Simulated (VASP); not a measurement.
Here is a VASP 6.6.1 calculation.

Contents of POSCAR:

```
MgO
1.0
    0.0000000000      2.2280878905      2.1021680257
    2.1021680257      0.0000000000      2.1021680257
    2.1021680257      2.2280878905      0.0000000000
Mg O
1 1
Direct
    0.0000000000      0.0000000000      0.0000000000
    0.5000000000      0.5000000000      0.5000000000
```

The input INCAR.step1:

```
  ALGO = Normal
  EDIFF = 1E-4
  ENCUT = 520
  GGA = PE
  ISMEAR = 0
  LASPH = T
  LCHARG = F
  LREAL = F
  LWAVE = T
  NBANDS = 11
  NELM = 80
  PREC = Accurate
  SIGMA = 0.01
```

The input INCAR.step2:

```
  ALGO = Normal
  EDIFF = 1E-6
  ENCUT = 520
  ISIF = 2
  ISMEAR = 0
  ISTART = 1
  LASPH = T
  LCHARG = T
  LELF = T
  LMIXTAU = T
  LREAL = F
  LVHAR = T
  LWAVE = F
  METAGGA = R2SCAN
  NBANDS = 11
  NELM = 80
  PREC = Accurate
  SIGMA = 0.01
```

Contents of KPOINTS:

```
k-points
0
Gamma
  10 10 10
```

Potentials or basis: VASP PAW PBE potentials, release 64 (Mg, O).

The run is started by

```bash
$ cat potpaw_PBE.64/Mg/POTCAR potpaw_PBE.64/O/POTCAR > POTCAR
$ cp INCAR.step1 INCAR
$ mpirun -np 1 vasp_std > vasp.out
$ cp INCAR.step2 INCAR
$ mpirun -np 1 vasp_std > vasp.out
```

What does it give for the band gap on the k mesh?

4.99 eV, direct.

Estimate the pressure.

-8.7 GPa.

Stress tensor (GPa, compression positive):
```
 -6.15   0.00   0.00
  0.00 -13.94   0.00
  0.00   0.00  -6.15
```

Caveat: the cell differs from its parent crystal (uniaxial y strain +6.0%); the PAW data sets were made with another functional, which shifts forces and pressure a little.
